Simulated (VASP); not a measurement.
# CsAg3Cl4 (Cmmm) in VASP: single point with r2SCAN+rVV10

Aim: the single point of CsAg3Cl4 with r2SCAN+rVV10.

Everything below comes from runs of VASP 6.6.1. Logs are shortened: lines on timing, memory, paths and dates and some standing lists are left out, and cuts for length are marked.

**1. The cell of the first run**

The structure is orthorhombic, space group Cmmm (No. 65). Conventional cell: a = 8.394 Å, b = 11.713 Å, c = 4.059 Å, α = 90.00°, β = 90.00°, γ = 90.00°. Within 4.2 Å of Cs (site symmetry mmm) lie 6 Cl at 3.16 to 3.18 Å and 2 Cs at 4.06 Å and 10 Ag at 4.13 to 4.20 Å. Within 3.9 Å of Ag (site symmetry 2/m) lie 6 Cl at 2.93 to 2.95 Å. Within 3.5 Å of Ag (site symmetry mmm) lie 6 Cl at 2.68 to 2.70 Å. Within 3.6 Å of Cl (site symmetry m2m) lie 5 Ag at 2.70 to 2.93 Å and 1 Cs at 3.16 Å. Within 3.5 Å of Cl (site symmetry 2mm) lie 4 Ag at 2.68 to 2.95 Å and 2 Cs at 3.18 Å and 1 Cl at 3.49 Å.

**2. Single point, r2SCAN+rVV10**

Input file POSCAR:

```
CsAg3Cl4
1.0
    4.1969957532     -5.8564175076      0.0000000000
    4.1969957532      5.8564175076      0.0000000000
    0.0000000000      0.0000000000      4.0594215047
Cs Ag Cl
1 3 4
Direct
    0.5000000000      0.5000000000      0.0000000000
    0.0000000000      0.5000000000      0.5000000000
    0.5000000000      0.0000000000      0.5000000000
    0.0000000000      0.0000000000      0.0000000000
    0.2303473833      0.7696526167      0.0000000000
    0.7920100458      0.7920100458      0.5000000000
    0.2079899542      0.2079899542      0.5000000000
    0.7696526167      0.2303473833      0.0000000000
```

Input file INCAR.step1:

```
SYSTEM = CsAg3Cl4
PREC     = Accurate       ! precision mode
ENCUT    = 520            ! plane-wave cutoff, eV
ISMEAR   = -1             ! smearing method
SIGMA    = 0.03           ! smearing width, eV
LREAL    = .False.        ! projectors in reciprocal space
LASPH    = .True.         ! aspherical terms in the spheres
NELM     = 80             ! most SCF steps
NBANDS   = 45             ! bands
GGA      = PE             ! functional
ALGO     = Normal         ! electronic algorithm
EDIFF    = 1E-4           ! SCF threshold, eV
LWAVE    = .True.         ! write WAVECAR
LCHARG   = .False.        ! write CHGCAR
```

Input file INCAR.step2:

```
SYSTEM = CsAg3Cl4
PREC     = Accurate       ! precision mode
ENCUT    = 520            ! plane-wave cutoff, eV
EDIFF    = 1E-7           ! SCF threshold, eV
ISMEAR   = -1             ! smearing method
SIGMA    = 0.03           ! smearing width, eV
LREAL    = .False.        ! projectors in reciprocal space
LASPH    = .True.         ! aspherical terms in the spheres
NELM     = 80             ! most SCF steps
ALGO     = Normal         ! electronic algorithm
ISIF     = 2              ! what is computed and relaxed
LWAVE    = .False.        ! write WAVECAR
LCHARG   = .False.        ! write CHGCAR
METAGGA  = R2SCAN         ! meta-GGA
LMIXTAU  = .True.       
LUSE_VDW = .True.       
IVDW_NL  = 2            
BPARAM   = 11.95        
CPARAM   = 0.0093       
NBANDS   = 45             ! bands
ISTART   = 1
```

Input file KPOINTS:

```
Automatic mesh
0
Gamma
  4 4 6
  0 0 0
```

Potentials or basis: VASP PAW PBE potentials, release 64 (Cs_sv, Ag, Cl).

Run with:

```console
cat potpaw_PBE.64/Cs_sv/POTCAR potpaw_PBE.64/Ag/POTCAR potpaw_PBE.64/Cl/POTCAR > POTCAR
cp INCAR.step1 INCAR
mpirun -np 1 vasp_std > vasp.out
cp INCAR.step2 INCAR
mpirun -np 1 vasp_std > vasp.out
```

OUTCAR:

```text
SYSTEM = CsAg3Cl4
   PREC = Accurate
   ENCUT = 520
   EDIFF = 1E-7
   ISMEAR = -1
   LREAL = .False.
   LASPH = .True.
   NELM = 80
   ISIF = 2
   METAGGA = R2SCAN
   IVDW_NL = 2
   BPARAM = 11.95
   ISTART = 1

 ion  position               nearest neighbor table
   1  0.500  0.500  0.000-
   2  0.000  0.500  0.500-   5 2.93   8 2.93   5 2.93   8 2.93   7 2.95   6 2.95
   3  0.500  0.000  0.500-   5 2.93   8 2.93   5 2.93   8 2.93   7 2.95   6 2.95
   4  0.000  0.000  0.000-   6 2.68   7 2.68   6 2.68   7 2.68   5 2.70   8 2.70
   5  0.230  0.770  0.000-   4 2.70   3 2.93   2 2.93   2 2.93   3 2.93
   6  0.792  0.792  0.500-   4 2.68   4 2.68   2 2.95   3 2.95
   7  0.208  0.208  0.500-   4 2.68   4 2.68   2 2.95   3 2.95
   8  0.770  0.230  0.000-   4 2.70   3 2.93   2 2.93   2 2.93   3 2.93

  LATTYP: Found a base centered orthorhombic cell.
 ALAT       =     8.3939915064
 B/A-ratio  =     1.3953832341
 C/A-ratio  =     0.4836103898

  Lattice vectors:

 A1 = (   4.1969957532,  -5.8564175076,   0.0000000000)
 A2 = (   4.1969957532,   5.8564175076,   0.0000000000)
 A3 = (   0.0000000000,   0.0000000000,   4.0594215047)

Analysis of symmetry for initial positions (statically):
=====================================================================
 Subroutine PRICEL returns:
 Original cell was already a primitive cell.

 Routine SETGRP: Setting up the symmetry group for a
 base centered orthorhombic supercell.

 Subroutine GETGRP returns: Found  8 space group operations
 (whereof  8 operations were pure point group operations)
 out of a pool of  8 trial point group operations.

The static configuration has the point symmetry D_2h.

Analysis of symmetry for dynamics (positions and initial velocities):
=====================================================================
 Subroutine PRICEL returns:
 Original cell was already a primitive cell.

 Routine SETGRP: Setting up the symmetry group for a
 base centered orthorhombic supercell.

 Subroutine GETGRP returns: Found  8 space group operations
 (whereof  8 operations were pure point group operations)
 out of a pool of  8 trial point group operations.

The dynamic configuration has the point symmetry D_2h.

 Subroutine INISYM returns: Found  8 space group operations
 (whereof  8 operations are pure point group operations),
 and found     1 'primitive' translations

----------------------------------------------------------------------------------------

                                     Primitive cell

[... 104 lines left out ...]
   EDIFFG = 0.1E-05   stopping-criterion for IOM
   NSW    =      0    number of steps for IOM
   IBRION =     -1    ionic relax: 0-MD 1-quasi-New 2-CG
   NFREE  =      0    steps in history (QN), initial steepest desc. (CG)
   ISIF   =      2    stress and relaxation
   ISYM   =      2    0-nonsym 1-usesym 2-fastsym
   POTIM  = 0.5000    time-step for ionic-motion
   TEBEG  =    0.0;   TEEND  =   0.0 temperature during run
   PSTRESS=    0.0 pullay stress
   NELECT =      70.0000    total number of electrons
   NUPDOWN=      -1.0000    fix difference up-down
   EMIN   =  10.00;   EMAX   =-10.00  energy-range for DOS
   EFERMI =   0.00;   METHOD = LEGACY
   ISMEAR =    -1;   SIGMA  =   0.03  broadening in eV -4-tet -1-fermi 0-gaus
   EFERMI_NEDOS =   21; number of points for ismear=-14 and -15
   IALGO  =     38    algorithm
   IMIX   =      4    mixing-type and parameters
     AMIX     =   0.40;   BMIX     =  1.00
     AMIX_MAG =   1.60;   BMIX_MAG =  1.00
  volume/ion in A,a.u.               =      24.94       168.33
  Fermi-wavevector in a.u.,A,eV,Ry     =   1.154567  2.181816 18.136917  1.333026
  Thomas-Fermi vector in A             =   2.291203
   LORBIT       =      0    0 simple, 1 ext, 2 COOP (PROOUT), +10 PAW based schemes
   METAGGA = R2SCAN    functional components
   LHFCALC =     F    Hartree Fock is set to
   AEXX    =    0.0000 exact exchange contribution
   IVDW_NL    =     2    kernel type
   BPARAM     =11.9500
   IVDW    =     0    specifies the selected vdW correction
   LEPSILON=     F    determine dielectric tensor
   LRPA    =     F    only Hartree local field effects (RPA)
 non-spin polarized calculation
  energy-cutoff  :      520.00
  volume of cell :      199.56
 maximum number of plane-waves:      5397
 NGX is ok and might be reduce to    54
   NGX = 27   NGY = 27   NGZ = 15

 number of electron      69.9999985 magnetization

 Free energy of the ion-electron system (eV)
  ---------------------------------------------------
  ext. energy  EPLUGINS =         0.00000000
  ---------------------------------------------------
  free energy    TOTEN  =      -118.26260459 eV

  energy without entropy =     -118.26260459  energy(sigma->0) =     -118.26260459

 E-fermi :   3.1434     XC(G=0):  -9.8948

 val. band max:        2.5768652725   @ k =   0.2500   0.2500   0.0000
 cond. band min:       3.6640770566   @ k =   0.0000   0.0000   0.0000
 fundamental gap:      1.0872117840
 Fermi energy:         3.1434155286

 k-point     1 :       0.0000    0.0000    0.0000
  band No.  band energies     occupation
      1     -18.3236      2.00000
      2     -12.8846      2.00000
      3     -12.7180      2.00000
      4     -12.5448      2.00000
      5     -12.5192      2.00000
      6      -5.1102      2.00000
[... 1141 lines left out ...]
     44       9.9916      0.00000
     45      10.9384      0.00000

 [... further k-points ...]
[... 5 lines left out ...]
  --------------------------------------------------------------------------------------
  -------------------------------------------------------------------------------------
  Total        0.1014566      0.1362307      0.1047613      0.0000000      0.0000000      0.0000000
  in kB        0.8145661      1.0937569      0.8410982      0.0000000      0.0000000      0.0000000
  external PRESSURE =       0.9164737 kB  Pullay stress =       0.0000000 kB

 VOLUME and BASIS-vectors are now :
 -----------------------------------------------------------------------------
  energy-cutoff  :      520.00
  volume of cell :      199.56
      direct lattice vectors                 reciprocal lattice vectors
     4.196995753 -5.856417508  0.000000000     0.119132834 -0.085376427  0.000000000
     4.196995753  5.856417508  0.000000000     0.119132834  0.085376427  0.000000000
     0.000000000  0.000000000  4.059421505     0.000000000  0.000000000  0.246340519

 POSITION                                       TOTAL-FORCE (eV/Angst)
 -----------------------------------------------------------------------------------
      4.19700      0.00000      0.00000         0.000000      0.000000      0.000000
      2.09850      2.92821      2.02971         0.000000      0.000000      0.000000
      2.09850     -2.92821      2.02971        -0.000000      0.000000      0.000000
      0.00000      0.00000      0.00000         0.000000      0.000000      0.000000
      4.19700      3.15840      0.00000         0.000000      0.008491      0.000000
      6.64813      0.00000      2.02971         0.015035      0.000000      0.000000
      1.74587      0.00000      2.02971        -0.015035      0.000000      0.000000
      4.19700     -3.15840      0.00000         0.000000     -0.008491      0.000000
 -----------------------------------------------------------------------------------
    total drift:                                0.000000     -0.000000      0.000000

  FREE ENERGIE OF THE ION-ELECTRON SYSTEM (eV)
  ---------------------------------------------------
  free  energy   TOTEN  =      -118.2626045913 eV

  energy  without entropy=     -118.2626045906  energy(sigma->0) =     -118.26260459
```

OUTCAR.step1:

```text
SYSTEM = CsAg3Cl4
   PREC = Accurate
   ENCUT = 520
   ISMEAR = -1
   LREAL = .False.
   LASPH = .True.
[... 1398 lines left out ...]
      6.64813      0.00000      2.02971        -0.050428     -0.000000     -0.000000
      1.74587      0.00000      2.02971         0.050428     -0.000000      0.000000
      4.19700     -3.15840      0.00000         0.000000      0.036299     -0.000000
 -----------------------------------------------------------------------------------
    total drift:                                0.000000     -0.000000      0.000000

  FREE ENERGIE OF THE ION-ELECTRON SYSTEM (eV)
  ---------------------------------------------------
  free  energy   TOTEN  =       -21.9664301917 eV

  energy  without entropy=      -21.9664299167  energy(sigma->0) =      -21.96643005
```

OSZICAR.step1:

```text
N       E                     dE             d eps       ncg     rms          rms(c)
DAV:   1     0.491293161595E+03    0.49129E+03   -0.32413E+04  2520   0.139E+03
DAV:   2     0.159919859663E+02   -0.47530E+03   -0.45616E+03  2902   0.291E+02
DAV:   3    -0.225502829305E+02   -0.38542E+02   -0.38227E+02  3004   0.840E+01
DAV:   4    -0.231791579115E+02   -0.62887E+00   -0.62801E+00  2851   0.122E+01
DAV:   5    -0.231896177584E+02   -0.10460E-01   -0.10457E-01  2983   0.160E+00    0.953E+00
DAV:   6    -0.220254804847E+02    0.11641E+01   -0.27053E+00  2883   0.105E+01    0.661E+00
DAV:   7    -0.219749040814E+02    0.50576E-01   -0.86470E-01  2816   0.429E+00    0.351E+00
DAV:   8    -0.219657297481E+02    0.91743E-02   -0.64610E-02  3032   0.161E+00    0.640E-01
DAV:   9    -0.219656019972E+02    0.12775E-03   -0.10720E-02  2920   0.889E-01    0.157E-01
DAV:  10    -0.219661482922E+02   -0.54629E-03   -0.24037E-03  2891   0.222E-01    0.927E-02
DAV:  11    -0.219664211788E+02   -0.27289E-03   -0.50494E-04  2784   0.126E-01    0.325E-02
DAV:  12    -0.219664301917E+02   -0.90128E-05   -0.51930E-05  1806   0.514E-02
   1 F= -.21966430E+02 E0= -.21966430E+02  d E =-.274941E-06
```

Run time: 30 min. Hardware: 1 thread of Intel Xeon 8259CL, shared host; peak memory 0.77 GiB.

Results:

- Free energy: -118.2626 eV
- Pressure: 0.1 GPa
- Largest force: 0.015 eV/Å
- Band gap on the k mesh: 1.09 eV (least direct gap 1.24 eV)

Forces on the atoms (eV/Å):
```
Cs   0.000  0.000  0.000
Ag   0.000  0.000  0.000
Ag   0.000  0.000  0.000
Ag   0.000  0.000  0.000
Cl   0.000  0.008  0.000
Cl   0.015  0.000  0.000
Cl  -0.015  0.000  0.000
Cl   0.000 -0.008  0.000
```

Levels at points of the mesh, in eV from the valence-band top:
```tsv
k point	band 33	band 34	band 35	band 36	band 37	band 38
(0.00, 0.00, 0.00)	-0.76	-0.40	-0.15	1.09	4.74	4.81
(0.50, 0.00, 0.00)	-1.26	-0.17	0.00	2.68	2.91	4.84
(0.50, 0.50, 0.00)	-0.88	-0.53	-0.20	2.68	4.21	4.51
(0.00, 0.00, 0.50)	-0.83	-0.48	-0.41	3.58	4.28	4.64
(0.50, 0.00, 0.50)	-1.27	-0.16	-0.11	3.40	3.67	4.72
(0.50, 0.50, 0.50)	-0.74	-0.44	-0.37	2.26	4.43	4.53
```

Caveat: the PAW data sets were made with another functional, which shifts forces and pressure a little; spin-orbit coupling is left out, which moves the levels of the heavy elements. A k mesh can miss the band edges.
